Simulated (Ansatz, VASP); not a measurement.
One calculation of GaSb, two programs

```xyz
2
Lattice="0.0000 3.2072 3.2072 3.2072 0.0000 3.2072 3.2072 3.2072 0.0000" Properties=species:S:1:pos:R:3 pbc="T T T"
Ga    0.0000    0.0000    0.0000
Sb    1.6036    1.6036    1.6036
```

Alike in both runs: task single point; functional PBE; k mesh 12 × 12 × 12; occupations gaussian, width 0.1 eV; no spin polarisation.

|  | VASP | Ansatz |
| --- | --- | --- |
| version | VASP 6.6.1 | Ansatz 0.2.0 |
| potentials or method | VASP PAW PBE potentials, release 64 (Ga_d, Sb), cutoff 520 eV | scalar-relativistic, plane waves, PAW |
| valence electrons in the cell | 18 | 28 |

```tsv
	VASP	Ansatz	Ansatz less VASP
gap on the k mesh at the Fermi level (eV)	none	none	-
pressure (GPa)	-3.3	-3.4	-0.05
```

A gap of «none» marks a metal or a gap that the smearing closes. VASP's potentials hold 18 valence electrons a cell and Ansatz's 28, so a difference there can come from the potentials and not from the codes.

Spin-orbit coupling is off throughout.
